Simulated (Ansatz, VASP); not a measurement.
## Si2S3: VASP beside Ansatz

The input POSCAR:

```
Si2S3
1.0
    1.8037439460      1.0413920528      8.3612681490
   -1.8037439460      1.0413920528      8.3612681490
    0.0000000000     -2.0827841055      8.3612681490
Si S
2 3
Direct
    0.4000000000      0.4000000000      0.4000000000
    0.6000000000      0.6000000000      0.6000000000
    0.0000000000      0.0000000000      0.0000000000
    0.2095000000      0.2095000000      0.2095000000
    0.7905000000      0.7905000000      0.7905000000
```

The input INCAR.step1:

```
PREC     = Accurate       # precision mode
ENCUT    = 520            # plane-wave cutoff, eV
ISMEAR   = 0              # smearing method
SIGMA    = 0.1            # smearing width, eV
LREAL    = False          # projectors in reciprocal space
LASPH    = True           # aspherical terms in the spheres
NELM     = 80             # most SCF steps
NBANDS   = 21             # bands
GGA      = PE             # functional
ALGO     = Normal         # electronic algorithm
EDIFF    = 1E-4           # SCF threshold, eV
LWAVE    = True           # write WAVECAR
LCHARG   = False          # write CHGCAR
```

File INCAR.step2:

```
PREC     = Accurate       # precision mode
ENCUT    = 520            # plane-wave cutoff, eV
EDIFF    = 1E-6           # SCF threshold, eV
ISMEAR   = 0              # smearing method
SIGMA    = 0.1            # smearing width, eV
LREAL    = False          # projectors in reciprocal space
LASPH    = True           # aspherical terms in the spheres
NELM     = 80             # most SCF steps
ALGO     = Normal         # electronic algorithm
ISIF     = 2              # what is computed and relaxed
LWAVE    = False          # write WAVECAR
LCHARG   = False          # write CHGCAR
METAGGA  = R2SCAN         # meta-GGA
LMIXTAU  = True         
NBANDS   = 21             # bands
ISTART   = 1
```

KPOINTS

```
regular mesh
0
Gamma
  6 6 6
```

Input for Ansatz:

```yaml
crystal:
  lattice:
    - [1.803743946, 1.0413920528, 8.361268149]
    - [-1.803743946, 1.0413920528, 8.361268149]
    - [0.0, -2.0827841055, 8.361268149]
  atoms:
    - { symbol: Si, position: [0.4, 0.4, 0.4] }
    - { symbol: Si, position: [0.6, 0.6, 0.6] }
    - { symbol: S, position: [0.0, 0.0, 0.0] }
    - { symbol: S, position: [0.2095, 0.2095, 0.2095] }
    - { symbol: S, position: [0.7905, 0.7905, 0.7905] }
basis:
  ecutwfc: 500
kpoints:
  mp_grid: { grid: [6, 6, 6] }
hamiltonian:
  xc: r2scan
scf:
  occupations: { method: gaussian, width: 0.1 }
  lower_state_search: "off"
output:
  forces: true
  stress: true
  eigenvalues: true
```

Alike in both runs: task single point; functional r2SCAN; k mesh 6 × 6 × 6; occupations gaussian, width 0.1 eV; no spin polarisation.

|  | VASP | Ansatz |
| --- | --- | --- |
| version | VASP 6.6.1 | Ansatz 0.2.0 |
| potentials or method | VASP PAW PBE potentials, release 64 (Si, S), cutoff 520 eV | scalar-relativistic, plane waves, PAW |
| valence electrons in the cell | 26 | 26 |

|  | VASP | Ansatz | Ansatz less VASP |
| --- | --- | --- | --- |
| gap on the k mesh at the Fermi level (eV) | none | none | - |
| pressure (GPa) | -11.4 | -11.2 | +0.13 |
| traceless stress, the component that is largest in VASP (GPa) | -2.39 | -2.40 | -0.007 |
| rms of the force components (eV/Å) | 1.037 | 1.030 | -0.0068 |

VASP's potentials were made for PBE, not for r2SCAN. Atom by atom the forces differ by 0.007 eV/Å (rms over components). A gap of «none» marks a metal or a gap that the smearing closes. The functional is the same, so the differences come from potentials, cutoffs and numerics.
